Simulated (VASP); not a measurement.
# CdP2C (P-4m2) in VASP: notebook

The runs below take CdP2C through single point, with PBE.

Everything below comes from runs of VASP 6.6.1. Logs are shortened: lines on timing, memory, paths and dates and some standing lists are left out, and cuts for length are marked.

## Step 1: The cell of the first run

The structure is tetragonal, space group P-4m2 (No. 115). Conventional cell: a = 3.215 Å, b = 3.215 Å, c = 5.999 Å, α = 90.00°, β = 90.00°, γ = 90.00°. Cd (site symmetry -4m2) has 4 P at 2.55 Å and 4 Cd at 3.21 Å within 3.4 Å. P (site symmetry 2mm) has 2 C at 1.91 Å within 2.5 Å. C (site symmetry -4m2) has 4 P at 1.91 Å within 2.5 Å.

## Step 2: Single point, PBE (volume changed by -6%)

File INCAR:

```
  ALGO = Normal
  EDIFF = 1E-6
  ENCUT = 520
  GGA = PE
  ISIF = 2
  ISMEAR = -1
  LASPH = T
  LCHARG = T
  LELF = T
  LREAL = F
  LVHAR = T
  LWAVE = F
  NBANDS = 21
  NELM = 100
  PREC = Accurate
  SIGMA = 0.02
```

File KPOINTS:

```
k-points
0
Gamma
  6 6 4
```

File POSCAR:

```
CdP2C
1.0
    3.2149543768      0.0000000000      0.0000000000
    0.0000000000      3.2149543768      0.0000000000
    0.0000000000      0.0000000000      5.9986298316
Cd P C
1 2 1
Direct
    0.0000000000      0.0000000000      0.0000000000
    0.0000000000      0.5000000000      0.3295789830
    0.5000000000      0.0000000000      0.6704210170
    0.5000000000      0.5000000000      0.5000000000
```

Potentials or basis: VASP PAW PBE potentials, release 64 (Cd, P, C).

The run is started by

```sh
$ cat potpaw_PBE.64/Cd/POTCAR potpaw_PBE.64/P/POTCAR potpaw_PBE.64/C/POTCAR > POTCAR
$ mpirun -np 1 vasp_std > vasp.out
```

OUTCAR:

```text
EDIFF = 1E-6
   ENCUT = 520
   GGA = PE
   ISIF = 2
   ISMEAR = -1
   LASPH = T
   LREAL = F
   NELM = 100
   PREC = Accurate

 ion  position               nearest neighbor table
   1  0.000  0.000  0.000-   2 2.55   3 2.55   2 2.55   3 2.55
   2  0.000  0.500  0.330-   4 1.91   4 1.91   1 2.55   1 2.55
   3  0.500  0.000  0.670-   4 1.91   4 1.91   1 2.55   1 2.55
   4  0.500  0.500  0.500-   2 1.91   3 1.91   3 1.91   2 1.91

  LATTYP: Found a simple tetragonal cell.
 ALAT       =     3.2149543768
 C/A-ratio  =     1.8658522419

  Lattice vectors:

 A1 = (   3.2149543768,   0.0000000000,   0.0000000000)
 A2 = (   0.0000000000,   3.2149543768,   0.0000000000)
 A3 = (   0.0000000000,   0.0000000000,   5.9986298316)

Analysis of symmetry for initial positions (statically):
=====================================================================
 Subroutine PRICEL returns:
 Original cell was already a primitive cell.

 Routine SETGRP: Setting up the symmetry group for a
 simple tetragonal supercell.

 Subroutine GETGRP returns: Found  8 space group operations
 (whereof  8 operations were pure point group operations)
 out of a pool of 16 trial point group operations.

The static configuration has the point symmetry D_2d.

Analysis of symmetry for dynamics (positions and initial velocities):
=====================================================================
 Subroutine PRICEL returns:
 Original cell was already a primitive cell.

 Routine SETGRP: Setting up the symmetry group for a
 simple tetragonal supercell.

 Subroutine GETGRP returns: Found  8 space group operations
 (whereof  8 operations were pure point group operations)
 out of a pool of 16 trial point group operations.

The dynamic configuration has the point symmetry D_2d.

 Subroutine INISYM returns: Found  8 space group operations
 (whereof  8 operations are pure point group operations),
 and found     1 'primitive' translations

----------------------------------------------------------------------------------------

                                     Primitive cell

  volume of cell :      62.0014

  direct lattice vectors                    reciprocal lattice vectors
     3.214954377  0.000000000  0.000000000     0.311046405  0.000000000  0.000000000
     0.000000000  3.214954377  0.000000000     0.000000000  0.311046405  0.000000000
     0.000000000  0.000000000  5.998629832     0.000000000  0.000000000  0.166704736

  length of vectors
     3.214954377  3.214954377  5.998629832     0.311046405  0.311046405  0.166704736

  position of ions in fractional coordinates (direct lattice)
     0.000000000  0.000000000  0.000000000
     0.000000000  0.500000000  0.329578983
     0.500000000  0.000000000  0.670421017
     0.500000000  0.500000000  0.500000000

  ion indices of the primitive-cell ions
   primitive index   ion index
                 1           1
                 2           2
                 3           3
                 4           4

----------------------------------------------------------------------------------------

 KPOINTS: k-points

Automatic generation of k-mesh.
 Grid dimensions read from file:
 generate k-points for:    6    6    4

 Generating k-lattice:

  Cartesian coordinates                     Fractional coordinates (reciprocal lattice)
     0.051841067  0.000000000  0.000000000     0.166666667  0.000000000  0.000000000
     0.000000000  0.051841067  0.000000000     0.000000000  0.166666667  0.000000000
     0.000000000  0.000000000  0.041676184     0.000000000  0.000000000  0.250000000

  Length of vectors
     0.051841067  0.051841067  0.041676184

  Shift w.r.t. Gamma in fractional coordinates (k-lattice)
     0.000000000  0.000000000  0.000000000

 Subroutine IBZKPT returns following result:
 ===========================================

 Found     30 irreducible k-points:

 Following reciprocal coordinates:
            Coordinates               Weight
  0.000000  0.000000  0.000000      1.000000
  0.166667  0.000000  0.000000      4.000000
  0.333333  0.000000  0.000000      4.000000
  0.500000  0.000000  0.000000      2.000000
  0.166667  0.166667  0.000000      4.000000
  0.333333  0.166667  0.000000      8.000000
[... 16 lines left out ...]
  0.333333  0.000000  0.500000      4.000000
  0.500000  0.000000  0.500000      2.000000
 [... further k-points ...]
   k-points           NKPTS =     30   k-points in BZ     NKDIM =     30   number of bands    NBANDS=     21
   number of dos      NEDOS =    301   number of ions     NIONS =      4
   total plane-waves  NPLWV =  27648
   dimension x,y,z NGX =    24 NGY =   24 NGZ =   48
   dimension x,y,z NGXF=    48 NGYF=   48 NGZF=   96
   ions per type =               1   2   1
   NGX,Y,Z   is equivalent  to a cutoff of  12.41, 12.41, 13.30 a.u.
   NGXF,Y,Z  is equivalent  to a cutoff of  24.82, 24.82, 26.61 a.u.
 SYSTEM =  unknown system
   PREC   = accura    normal or accurate (medium, high low for compatibility)
   ISTART =      0    job   : 0-new  1-cont  2-samecut
   ICHARG =      2    charge: 1-file 2-atom 10-const
   ISPIN  =      1    spin polarized calculation?
   LNONCOLLINEAR =      F non collinear calculations
   LSORBIT =      F    spin-orbit coupling
   LASPH  =      T    aspherical Exc in radial PAW
   ENCUT  =  520.0 eV  38.22 Ry    6.18 a.u.   5.98  5.98 11.15*2*pi/ulx,y,z
   NELM   =    100;   NELMIN=  2; NELMDL= -5     # of ELM steps
   EDIFF  = 0.1E-05   stopping-criterion for ELM
   LREAL  =      F    real-space projection
   EDIFFG = 0.1E-04   stopping-criterion for IOM
   NSW    =      0    number of steps for IOM
   IBRION =     -1    ionic relax: 0-MD 1-quasi-New 2-CG
   NFREE  =      0    steps in history (QN), initial steepest desc. (CG)
   ISIF   =      2    stress and relaxation
   ISYM   =      2    0-nonsym 1-usesym 2-fastsym
   POTIM  = 0.5000    time-step for ionic-motion
   TEBEG  =    0.0;   TEEND  =   0.0 temperature during run
   PSTRESS=    0.0 pullay stress
   NELECT =      26.0000    total number of electrons
   NUPDOWN=      -1.0000    fix difference up-down
   EMIN   =  10.00;   EMAX   =-10.00  energy-range for DOS
   EFERMI =   0.00;   METHOD = LEGACY
   ISMEAR =    -1;   SIGMA  =   0.02  broadening in eV -4-tet -1-fermi 0-gaus
   EFERMI_NEDOS =   21; number of points for ismear=-14 and -15
   IALGO  =     38    algorithm
   IMIX   =      4    mixing-type and parameters
     AMIX     =   0.40;   BMIX     =  1.00
     AMIX_MAG =   1.60;   BMIX_MAG =  1.00
  volume/ion in A,a.u.               =      15.50       104.60
  Fermi-wavevector in a.u.,A,eV,Ry     =   1.225365  2.315604 20.429403  1.501519
  Thomas-Fermi vector in A             =   2.360405
   LORBIT       =      0    0 simple, 1 ext, 2 COOP (PROOUT), +10 PAW based schemes
   GGA     = PE    functional components
   LHFCALC =     F    Hartree Fock is set to
   AEXX    =    0.0000 exact exchange contribution
   IVDW    =     0    specifies the selected vdW correction
   LEPSILON=     F    determine dielectric tensor
   LRPA    =     F    only Hartree local field effects (RPA)
 non-spin polarized calculation
  energy-cutoff  :      520.00
  volume of cell :       62.00
 maximum number of plane-waves:      1688
 NGX is ok and might be reduce to    24
   NGX = 11   NGY = 11   NGZ = 23

 number of electron      26.0000000 magnetization

 Free energy of the ion-electron system (eV)
  ---------------------------------------------------
  ext. energy  EPLUGINS =         0.00000000
  ---------------------------------------------------
  free energy    TOTEN  =       -17.99643132 eV

  energy without entropy =      -17.99414812  energy(sigma->0) =      -17.99528972

 E-fermi :   6.8540     XC(G=0): -10.8169

 val. band max:        6.8175978653   @ k =   0.1667   0.0000   0.5000
 cond. band min:       6.8554374520   @ k =   0.3333   0.3333   0.0000
 fundamental gap:      0.0378395868
 Fermi energy:         6.8540453294

 k-point     1 :       0.0000    0.0000    0.0000
  band No.  band energies     occupation
      1     -10.5501      2.00000
      2      -5.5266      2.00000
      3      -3.3445      2.00000
      4      -3.1339      2.00000
      5      -2.8462      2.00000
      6      -2.8462      2.00000
[... 13 lines left out ...]
     20      14.6926      0.00000
     21      15.7625      0.00000

 k-point     2 :       0.1667    0.0000    0.0000
  band No.  band energies     occupation
      1     -10.2572      2.00000
      2      -5.4420      2.00000
      3      -3.2966      2.00000
      4      -3.1812      2.00000
      5      -2.9324      2.00000
      6      -2.8328      2.00000
[... 13 lines left out ...]
     20      15.0146      0.00000
     21      15.8900      0.00000

 k-point     3 :       0.3333    0.0000    0.0000
  band No.  band energies     occupation
      1      -9.4671      2.00000
      2      -5.6088      2.00000
      3      -3.9002      2.00000
      4      -3.2977      2.00000
      5      -2.8060      2.00000
      6      -2.7415      2.00000
[... 13 lines left out ...]
     20      14.7040      0.00000
     21      15.2462      0.00000
[... 457 lines left out ...]
 k-point    23 :       0.3333    0.0000    0.5000
  band No.  band energies     occupation
      1      -9.4338      2.00000
      2      -5.7109      2.00000
      3      -3.5707      2.00000
      4      -3.2105      2.00000
      5      -2.9928      2.00000
      6      -2.8126      2.00000
[... 13 lines left out ...]
     20      14.5615      0.00000
     21      14.6206      0.00000

 k-point    24 :       0.5000    0.0000    0.5000
  band No.  band energies     occupation
      1      -8.8291      2.00000
      2      -6.0997      2.00000
      3      -3.7789      2.00000
      4      -3.2475      2.00000
      5      -3.0052      2.00000
      6      -2.8034      2.00000
[... 13 lines left out ...]
     20      13.9838      0.00000
     21      16.0714      0.00000

 [... further k-points ...]

------------------------ aborting loop because EDIFF is reached ----------------------------------------

  FORCE on cell =-STRESS in cart. coord.  units (eV):
  Direction    XX          YY          ZZ          XY          YZ          ZX
  --------------------------------------------------------------------------------------
  -------------------------------------------------------------------------------------
  Total        2.2247496      2.2247496      3.0462236      0.0000000      0.0000000      0.0000000
  in kB       57.4896979     57.4896979     78.7173865      0.0000000      0.0000000      0.0000000
  external PRESSURE =      64.5655941 kB  Pullay stress =       0.0000000 kB

 VOLUME and BASIS-vectors are now :
 -----------------------------------------------------------------------------
  energy-cutoff  :      520.00
  volume of cell :       62.00
      direct lattice vectors                 reciprocal lattice vectors
     3.214954377  0.000000000  0.000000000     0.311046405  0.000000000  0.000000000
     0.000000000  3.214954377  0.000000000     0.000000000  0.311046405  0.000000000
     0.000000000  0.000000000  5.998629832     0.000000000  0.000000000  0.166704736

 POSITION                                       TOTAL-FORCE (eV/Angst)
 -----------------------------------------------------------------------------------
      0.00000      0.00000      0.00000        -0.000000      0.000000      0.000000
      0.00000      1.60748      1.97702        -0.000000      0.000000     -0.065189
      1.60748      0.00000      4.02161        -0.000000      0.000000      0.065189
      1.60748      1.60748      2.99931         0.000000     -0.000000      0.000000
 -----------------------------------------------------------------------------------
    total drift:                                0.000000      0.000000     -0.000000

  FREE ENERGIE OF THE ION-ELECTRON SYSTEM (eV)
  ---------------------------------------------------
  free  energy   TOTEN  =       -17.9964313197 eV

  energy  without entropy=      -17.9941481214  energy(sigma->0) =      -17.99528972
```

Wall time 18 s (1 thread of Intel Xeon 6975P-C (Granite Rapids), shared host); peak memory 0.19 GiB.

Results:

```yaml
Free_energy: -17.9964 eV
Pressure: 6.5 GPa
Largest_force: 0.065 eV/Å
Band_gap_on_the_k_mesh: zero (band 13 reaches 7.31 eV, above the bottom of band 14 at 6.70 eV)
```

Forces in eV/Å, atoms in the order of the input:
```
Cd   0.000  0.000  0.000
P    0.000  0.000 -0.065
P    0.000  0.000  0.065
C    0.000  0.000  0.000
```

Levels at points of the mesh, in eV from the Fermi level:
| k point | band 11 | band 12 | band 13 | band 14 | band 15 | band 16 |
| --- | --- | --- | --- | --- | --- | --- |
| (0.00, 0.00, 0.00) | -2.66 | -1.45 | -0.28 | 0.86 | 0.86 | 1.90 |
| (0.50, 0.00, 0.00) | -5.13 | -4.99 | 0.45 | 0.55 | 2.01 | 2.64 |
| (0.50, 0.50, 0.00) | -4.30 | -4.30 | -3.18 | 0.78 | 0.78 | 0.95 |
| (0.00, 0.00, 0.50) | -5.85 | -0.71 | -0.34 | 0.25 | 0.25 | 3.19 |
| (0.50, 0.00, 0.50) | -3.46 | -3.17 | -0.91 | 0.56 | 0.72 | 1.30 |
| (0.50, 0.50, 0.50) | -4.87 | -4.87 | -3.60 | 1.98 | 3.15 | 3.15 |

(Continued in part 2 of 2.)
